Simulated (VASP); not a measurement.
Runs of VASP 6.6.1 on Al. The structure is that of space group P6_3/mmc (No. 194), or close to it. The cells are those of the table. This isn't the form of Al at room conditions, which is fcc.

| cell | gap on the mesh (eV) | pressure (GPa) |
| --- | --- | --- |
| a = 2.708, b = 2.708, c = 4.521 Å, angles 90.0, 90.0, 120.0°, 2 atoms | none | 13.6 |
| a = 2.708, b = 2.708, c = 4.637 Å, angles 90.0, 90.0, 120.0°, 2 atoms | none | 10.6 |
| a = 2.779, b = 2.779, c = 4.405 Å, angles 90.0, 90.0, 120.0°, 2 atoms | none | (a) |
| a = 2.993, b = 2.993, c = 4.869 Å, angles 90.0, 90.0, 120.0°, 2 atoms | none | -8.2 |
| a = 2.921, b = 2.921, c = 4.753 Å, angles 90.0, 90.0, 120.0°, 2 atoms | none | (b) |

Alike in all rows: task single point; level PBEsol; potentials or basis VASP PAW PBE potentials, release 64 (Al); no spin polarisation; k mesh 24 × 24 × 14; cutoff (eV) 520; smearing gaussian 0.15 eV.

Q: Estimate the missing entries.

A: (a) 10.3; (b) -4.9.

Caveats: the PAW data sets were made with another functional, which shifts forces and pressure a little; the cell stands under pressure (at least some runs); the cell stands under tension (at least some runs).

A gap of «none» marks levels without a gap at the run's occupations.
